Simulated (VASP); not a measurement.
# GaN (F-43m) in VASP: settings compared

Aim: see how the results for GaN move with the level of theory and the settings. Levels: PBE, HSE06. Tasks: single point.

All numbers are computed with VASP 6.6.1; they aren't measurements. Logs are shortened: lines on timing, memory, paths and dates and some standing lists are left out, and cuts for length are marked.

### 1 The cell of the first run

It takes space group F-43m (No. 216, cubic). Conventional cell: a = 4.498 Å, b = 4.498 Å, c = 4.498 Å, α = 90.00°, β = 90.00°, γ = 90.00°. Ga (site symmetry -43m) has 4 N at 1.95 Å within 2.6 Å. N (site symmetry -43m) has 4 Ga at 1.95 Å within 2.6 Å.

### 2 Single point, PBE, non-collinear spin, zero start, spin-orbit coupling

INCAR

```
PREC     = Accurate       # precision mode
ENCUT    = 520            # plane-wave cutoff, eV
EDIFF    = 1E-6           # SCF threshold, eV
ISMEAR   = 0              # smearing method
SIGMA    = 0.01           # smearing width, eV
LREAL    = F              # projectors in reciprocal space
LASPH    = T              # aspherical terms in the spheres
NELM     = 150            # most SCF steps
ALGO     = Normal         # electronic algorithm
ISIF     = 2              # what is computed and relaxed
LWAVE    = F              # write WAVECAR
LCHARG   = F              # write CHGCAR
MAGMOM   = 0 0 0 0 0 0    # initial moments
LORBIT   = 11             # projections on sites
LSORBIT  = T              # spin-orbit coupling
GGA_COMPAT= F            
LORBMOM  = T            
GGA      = PE             # functional
NBANDS   = 30             # bands
```

KPOINTS

```
Automatic mesh
0
Gamma
  10 10 10
```

POSCAR

```
GaN
1.0
    0.0000000000      2.2489525403      2.2489525403
    2.2489525403      0.0000000000      2.2489525403
    2.2489525403      2.2489525403      0.0000000000
Ga N
1 1
Direct
    0.0000000000      0.0000000000      0.0000000000
    0.2500000000      0.2500000000      0.2500000000
```

Potentials or basis: VASP PAW PBE potentials, release 64 (Ga_d, N).

Started as:

```
> cat potpaw_PBE.64/Ga_d/POTCAR potpaw_PBE.64/N/POTCAR > POTCAR
> mpirun -np 1 vasp_ncl > vasp.out
```

OUTCAR:

```text
PREC = Accurate
   ENCUT = 520
   EDIFF = 1E-6
   ISMEAR = 0
   LREAL = F
   LASPH = T
   NELM = 150
   ISIF = 2
   LORBIT = 11
   LSORBIT = T
   GGA = PE

 ion  position               nearest neighbor table
   1  0.000  0.000  0.000-   2 1.95   2 1.95   2 1.95   2 1.95
   2  0.250  0.250  0.250-   1 1.95   1 1.95   1 1.95   1 1.95

  LATTYP: Found a face centered cubic cell.
 ALAT       =     4.4979050806

  Lattice vectors:

 A1 = (   0.0000000000,   2.2489525403,   2.2489525403)
 A2 = (   2.2489525403,   0.0000000000,   2.2489525403)
 A3 = (   2.2489525403,   2.2489525403,   0.0000000000)

Analysis of symmetry for initial positions (statically):
=====================================================================
 Subroutine PRICEL returns:
 Original cell was already a primitive cell.

 Routine SETGRP: Setting up the symmetry group for a
 face centered cubic supercell.

 Subroutine GETGRP returns: Found 24 space group operations
 (whereof 24 operations were pure point group operations)
 out of a pool of 48 trial point group operations.

The static configuration has the point symmetry T_d .

Analysis of symmetry for dynamics (positions and initial velocities):
=====================================================================
 Subroutine PRICEL returns:
 Original cell was already a primitive cell.

 Routine SETGRP: Setting up the symmetry group for a
 face centered cubic supercell.

 Subroutine GETGRP returns: Found 24 space group operations
 (whereof 24 operations were pure point group operations)
 out of a pool of 48 trial point group operations.

The dynamic configuration has the point symmetry T_d .

Analysis of structural, dynamic, and magnetic symmetry:
=====================================================================
 Subroutine PRICEL returns:
 Original cell was already a primitive cell.

 Routine SETGRP: Setting up the symmetry group for a
 face centered cubic supercell.

 Subroutine GETGRP returns: Found 24 space group operations
 (whereof 24 operations were pure point group operations)
 out of a pool of 48 trial point group operations.

The overall configuration has the point symmetry T_d .

 Subroutine INISYM returns: Found 24 space group operations
 (whereof 24 operations are pure point group operations),
 and found     1 'primitive' translations

----------------------------------------------------------------------------------------

                                     Primitive cell

  volume of cell :      22.7494

  direct lattice vectors                    reciprocal lattice vectors
     0.000000000  2.248952540  2.248952540    -0.222325723  0.222325723  0.222325723
     2.248952540  0.000000000  2.248952540     0.222325723 -0.222325723  0.222325723
     2.248952540  2.248952540  0.000000000     0.222325723  0.222325723 -0.222325723

  length of vectors
     3.180499184  3.180499184  3.180499184     0.385079448  0.385079448  0.385079448

  position of ions in fractional coordinates (direct lattice)
     0.000000000  0.000000000  0.000000000
     0.250000000  0.250000000  0.250000000

  ion indices of the primitive-cell ions
   primitive index   ion index
                 1           1
                 2           2

----------------------------------------------------------------------------------------

 KPOINTS: Automatic mesh

Automatic generation of k-mesh.
 Grid dimensions read from file:
 generate k-points for:   10   10   10

 Generating k-lattice:

  Cartesian coordinates                     Fractional coordinates (reciprocal lattice)
    -0.022232572  0.022232572  0.022232572     0.100000000  0.000000000  0.000000000
     0.022232572 -0.022232572  0.022232572     0.000000000  0.100000000  0.000000000
[... 89 lines left out ...]
 Gauss-broadening in eV      SIGMA  =   0.01
  energy-cutoff  :      520.00
  volume of cell :       22.75
 maximum number of plane-waves:      1244
   NGX = 11   NGY = 11   NGZ = 11

 number of electron      18.0000000 magnetization       0.0000000      0.0000000      0.0000000

 number of electron      18.0000009 magnetization      -0.0000000     -0.0000000      0.0000000

 number of electron      18.0000009 magnetization       0.0000000      0.0000000     -0.0000000

 Free energy of the ion-electron system (eV)
  ---------------------------------------------------
  ext. energy  EPLUGINS =         0.00000000
  ---------------------------------------------------
  free energy    TOTEN  =       -12.14363535 eV

  energy without entropy =      -12.14363535  energy(sigma->0) =      -12.14363535

 E-fermi :   5.3982     XC(G=0): -11.6993

 val. band max:        5.3503361460   @ k =   0.0000   0.0000   0.0000
 cond. band min:       7.1106702045   @ k =   0.0000   0.0000   0.0000
 fundamental gap:      1.7603340585
 Fermi energy:         5.3982111981

 k-point     1 :       0.0000    0.0000    0.0000
  band No.  band energies     occupation
      1     -10.6386      1.00000
      2     -10.6386      1.00000
      3      -8.2808      1.00000
      4      -8.2808      1.00000
      5      -8.2808      1.00000
      6      -8.2808      1.00000
[... 781 lines left out ...]
     29      21.8506      0.00000
     30      21.8901      0.00000

 [... further k-points ...]
[... 5 lines left out ...]
  --------------------------------------------------------------------------------------
  -------------------------------------------------------------------------------------
  Total        0.8815011      0.8815011      0.8815011      0.0000000      0.0000000      0.0000000
  in kB       62.0815515     62.0815515     62.0815515      0.0000000      0.0000000      0.0000000
  external PRESSURE =      62.0815515 kB  Pullay stress =       0.0000000 kB

 VOLUME and BASIS-vectors are now :
 -----------------------------------------------------------------------------
  energy-cutoff  :      520.00
  volume of cell :       22.75
      direct lattice vectors                 reciprocal lattice vectors
     0.000000000  2.248952540  2.248952540    -0.222325723  0.222325723  0.222325723
     2.248952540  0.000000000  2.248952540     0.222325723 -0.222325723  0.222325723
     2.248952540  2.248952540  0.000000000     0.222325723  0.222325723 -0.222325723

 POSITION                                       TOTAL-FORCE (eV/Angst)
 -----------------------------------------------------------------------------------
      0.00000      0.00000      0.00000         0.000000      0.000000      0.000000
      1.12448      1.12448      1.12448        -0.000000     -0.000000     -0.000000
 -----------------------------------------------------------------------------------
    total drift:                                0.000002      0.000002      0.000002

  FREE ENERGIE OF THE ION-ELECTRON SYSTEM (eV)
  ---------------------------------------------------
  free  energy   TOTEN  =       -12.1436353456 eV

  energy  without entropy=      -12.1436353456  energy(sigma->0) =      -12.14363535

 orbital moment (x)

 # of ion     p       d       tot
 ----------------------------------------
  1         0.000  -0.000  -0.000
  2        -0.000   0.000  -0.000
 ----------------------------------------
           -0.000  -0.000  -0.000

 orbital moment (y)

 # of ion     p       d       tot
 ----------------------------------------
  1        -0.000  -0.000  -0.000
  2         0.000   0.000   0.000
 ----------------------------------------
           -0.000  -0.000  -0.000

 orbital moment (z)

 # of ion     p       d       tot
 ----------------------------------------
  1         0.000  -0.000   0.000
  2        -0.000   0.000  -0.000
 ----------------------------------------
            0.000  -0.000   0.000

 Spin-Orbit-Coupling matrix elements

 Ion:    1  E_soc:     -0.0108110
 l=   1
     0.0000000    -0.0009798    -0.0009798
    -0.0009798     0.0000000    -0.0009798
    -0.0009798    -0.0009798     0.0000000
 l=   2
     0.0000000    -0.0001715     0.0000000    -0.0001715    -0.0006506
    -0.0001715     0.0000000    -0.0004879    -0.0001715    -0.0001626
     0.0000000    -0.0004879     0.0000000    -0.0004879     0.0000000
    -0.0001715    -0.0001715    -0.0004879     0.0000000    -0.0001626
    -0.0006506    -0.0001626     0.0000000    -0.0001626     0.0000000
 l=   3
     0.0000000     0.0000000     0.0000000     0.0000000     0.0000000     0.0000000     0.0000000
     0.0000000     0.0000000     0.0000000     0.0000000     0.0000000     0.0000000     0.0000000
     0.0000000     0.0000000     0.0000000     0.0000000     0.0000000     0.0000000     0.0000000
     0.0000000     0.0000000     0.0000000     0.0000000     0.0000000     0.0000000     0.0000000
     0.0000000     0.0000000     0.0000000     0.0000000     0.0000000     0.0000000     0.0000000
     0.0000000     0.0000000     0.0000000     0.0000000     0.0000000     0.0000000     0.0000000
     0.0000000     0.0000000     0.0000000     0.0000000     0.0000000     0.0000000     0.0000000

 Ion:    2  E_soc:     -0.0000960
 l=   1
     0.0000000    -0.0000160    -0.0000160
    -0.0000160     0.0000000    -0.0000160
    -0.0000160    -0.0000160     0.0000000
 l=   2
     0.0000000     0.0000000     0.0000000     0.0000000     0.0000000
     0.0000000     0.0000000     0.0000000     0.0000000     0.0000000
     0.0000000     0.0000000     0.0000000     0.0000000     0.0000000
     0.0000000     0.0000000     0.0000000     0.0000000     0.0000000
     0.0000000     0.0000000     0.0000000     0.0000000     0.0000000
 l=   3
     0.0000000     0.0000000     0.0000000     0.0000000     0.0000000     0.0000000     0.0000000
     0.0000000     0.0000000     0.0000000     0.0000000     0.0000000     0.0000000     0.0000000
     0.0000000     0.0000000     0.0000000     0.0000000     0.0000000     0.0000000     0.0000000
     0.0000000     0.0000000     0.0000000     0.0000000     0.0000000     0.0000000     0.0000000
     0.0000000     0.0000000     0.0000000     0.0000000     0.0000000     0.0000000     0.0000000
     0.0000000     0.0000000     0.0000000     0.0000000     0.0000000     0.0000000     0.0000000
     0.0000000     0.0000000     0.0000000     0.0000000     0.0000000     0.0000000     0.0000000

 total charge

# of ion       s       p       d       tot
------------------------------------------
    1        0.791   0.906  10.182  11.878
    2        1.225   2.523   0.000   3.748
--------------------------------------------------
tot          2.015   3.429  10.182  15.626

 magnetization (x)

# of ion       s       p       d       tot
------------------------------------------
    1       -0.000   0.000  -0.000  -0.000
    2        0.000   0.000   0.000   0.000
--------------------------------------------------
tot          0.000   0.000  -0.000   0.000

 magnetization (y)

# of ion       s       p       d       tot
------------------------------------------
    1        0.000   0.000   0.000   0.000
    2        0.000   0.000   0.000   0.000
--------------------------------------------------
tot          0.000   0.000   0.000   0.000

 magnetization (z)

# of ion       s       p       d       tot
------------------------------------------
    1        0.000  -0.000   0.000  -0.000
    2        0.000   0.000   0.000   0.000
--------------------------------------------------
tot          0.000  -0.000   0.000  -0.000
```

Run time: 63 s. Hardware: 1 thread of AMD EPYC 9R45 (Zen 5), shared host; peak memory 0.21 GiB.

Results:

```yaml
Free_energy: -12.1436 eV
Pressure: 6.2 GPa
Net_moment: 0.00 μB per cell
Valence_electrons_inside_the_program's_atomic_spheres: Ga 11.88; N 3.75
```

Moments on the atoms (μB; x, y, z):
```
Ga  0.00 0.00 0.00
N   0.00 0.00 0.00
```

Caveat: the cell stands under pressure; the structure was generated, so it needn't be the stable form of GaN.

### 3 Single point, HSE06

POSCAR is that of step 2.

INCAR.step1

```
SYSTEM = GaN
PREC     = Accurate       ! precision mode
ENCUT    = 520            ! plane-wave cutoff, eV
EDIFF    = 1E-5           ! SCF threshold, eV
ISMEAR   = 0              ! smearing method
SIGMA    = 0.01           ! smearing width, eV
LREAL    = .FALSE.        ! projectors in reciprocal space
LASPH    = .TRUE.         ! aspherical terms in the spheres
NELM     = 60             ! most SCF steps
ALGO     = Normal         ! electronic algorithm
ISIF     = 2              ! what is computed and relaxed
LWAVE    = .TRUE.         ! write WAVECAR
LCHARG   = .FALSE.        ! write CHGCAR
GGA      = PE             ! functional
NBANDS   = 16             ! bands
```

INCAR.step2

```
SYSTEM = GaN
PREC     = Accurate       ! precision mode
ENCUT    = 520            ! plane-wave cutoff, eV
EDIFF    = 1E-7           ! SCF threshold, eV
ISMEAR   = 0              ! smearing method
SIGMA    = 0.01           ! smearing width, eV
LREAL    = .FALSE.        ! projectors in reciprocal space
LASPH    = .TRUE.         ! aspherical terms in the spheres
NELM     = 60             ! most SCF steps
ALGO     = Normal         ! electronic algorithm
ISIF     = 2              ! what is computed and relaxed
LWAVE    = .FALSE.        ! write WAVECAR
LCHARG   = .FALSE.        ! write CHGCAR
GGA      = PE             ! functional
LHFCALC  = .TRUE.         ! exact exchange
HFSCREEN = 0.2079         ! screening, 1/A
PRECFOCK = Normal       
ISTART   = 1            
NBANDS   = 16             ! bands
```

KPOINTS

```
Automatic mesh
0
G
  6 6 6
  0 0 0
```

Potentials or basis: VASP PAW PBE potentials, release 64 (Ga_d, N).

Started as:

```
> cat potpaw_PBE.64/Ga_d/POTCAR potpaw_PBE.64/N/POTCAR > POTCAR
> cp INCAR.step1 INCAR
> mpirun -np 1 vasp_std > vasp.out
> cp INCAR.step2 INCAR
> mpirun -np 1 vasp_std > vasp.out
```

OUTCAR:

```text
SYSTEM = GaN
   PREC = Accurate
   ENCUT = 520
   EDIFF = 1E-7
   ISMEAR = 0
   LREAL = .FALSE.
   LASPH = .TRUE.
   NELM = 60
   ISIF = 2
   GGA = PE
   LHFCALC = .TRUE.
   HFSCREEN = 0.2079
   PRECFOCK = Normal
   ISTART = 1

 ion  position               nearest neighbor table
   1  0.000  0.000  0.000-   2 1.95   2 1.95   2 1.95   2 1.95
   2  0.250  0.250  0.250-   1 1.95   1 1.95   1 1.95   1 1.95

  LATTYP: Found a face centered cubic cell.
 ALAT       =     4.4979050806

[... 489 lines left out ...]

------------------------ aborting loop because EDIFF is reached ----------------------------------------

  FORCE on cell =-STRESS in cart. coord.  units (eV):
  Direction    XX          YY          ZZ          XY          YZ          ZX
  --------------------------------------------------------------------------------------
  -------------------------------------------------------------------------------------
  Total       -0.0188811     -0.0188811     -0.0188811      0.0000000     -0.0000000      0.0000000
  in kB       -1.3297383     -1.3297383     -1.3297383      0.0000000     -0.0000000      0.0000000
  external PRESSURE =      -1.3297383 kB  Pullay stress =       0.0000000 kB

 VOLUME and BASIS-vectors are now :
 -----------------------------------------------------------------------------
  energy-cutoff  :      520.00
  volume of cell :       22.75
      direct lattice vectors                 reciprocal lattice vectors
     0.000000000  2.248952540  2.248952540    -0.222325723  0.222325723  0.222325723
     2.248952540  0.000000000  2.248952540     0.222325723 -0.222325723  0.222325723
     2.248952540  2.248952540  0.000000000     0.222325723  0.222325723 -0.222325723

 POSITION                                       TOTAL-FORCE (eV/Angst)
 -----------------------------------------------------------------------------------
      0.00000      0.00000      0.00000        -0.000000     -0.000000     -0.000000
      1.12448      1.12448      1.12448         0.000000      0.000000      0.000000
 -----------------------------------------------------------------------------------
    total drift:                                0.000001     -0.000004     -0.000001

  FREE ENERGIE OF THE ION-ELECTRON SYSTEM (eV)
  ---------------------------------------------------
  free  energy   TOTEN  =       -14.7383337453 eV

  energy  without entropy=      -14.7383337453  energy(sigma->0) =      -14.73833375
```

OUTCAR.step1:

```text
SYSTEM = GaN
   PREC = Accurate
   ENCUT = 520
   EDIFF = 1E-5
   ISMEAR = 0
   LREAL = .FALSE.
   LASPH = .TRUE.
[... 514 lines left out ...]
      0.00000      0.00000      0.00000         0.000000      0.000000      0.000000
      1.12448      1.12448      1.12448        -0.000000     -0.000000     -0.000000
 -----------------------------------------------------------------------------------
    total drift:                                0.000001      0.000001      0.000001

  FREE ENERGIE OF THE ION-ELECTRON SYSTEM (eV)
  ---------------------------------------------------
  free  energy   TOTEN  =       -12.1337826972 eV

  energy  without entropy=      -12.1337826972  energy(sigma->0) =      -12.13378270
```

OSZICAR.step1:

```text
N       E                     dE             d eps       ncg     rms          rms(c)
DAV:   1     0.809147492421E+02    0.80915E+02   -0.91759E+03   584   0.199E+03
DAV:   2    -0.811911927802E+01   -0.89034E+02   -0.82602E+02   560   0.330E+02
DAV:   3    -0.140821136701E+02   -0.59630E+01   -0.59402E+01   624   0.718E+01
DAV:   4    -0.141471479621E+02   -0.65034E-01   -0.65026E-01   624   0.801E+00
DAV:   5    -0.141479162342E+02   -0.76827E-03   -0.76827E-03   600   0.813E-01    0.774E+00
DAV:   6    -0.121326258332E+02    0.20153E+01   -0.49323E+00   768   0.399E+01    0.268E+00
DAV:   7    -0.121412949575E+02   -0.86691E-02   -0.31860E-01   560   0.652E+00    0.177E+00
DAV:   8    -0.121374669125E+02    0.38280E-02   -0.55274E-02   616   0.323E+00    0.766E-01
DAV:   9    -0.121335298772E+02    0.39370E-02   -0.13820E-02   768   0.272E+00    0.195E-01
DAV:  10    -0.121338730999E+02   -0.34322E-03   -0.15045E-03   592   0.549E-01    0.934E-02
DAV:  11    -0.121337775568E+02    0.95543E-04   -0.27570E-04   736   0.250E-01    0.933E-03
DAV:  12    -0.121337826972E+02   -0.51404E-05   -0.29869E-05   600   0.509E-02
   1 F= -.12133783E+02 E0= -.12133783E+02  d E =-.127708E-16
```

Wall time 20 min (1 thread of AMD EPYC 9R45 (Zen 5), shared host); peak memory 0.22 GiB.

Results:

- Free energy: -14.7383 eV
- Pressure: -0.1 GPa
- Band gap on the k mesh: 3.02 eV

Caveat: the structure was generated, so it needn't be the stable form of GaN; the PAW data sets were made with another functional, which shifts forces and pressure a little.
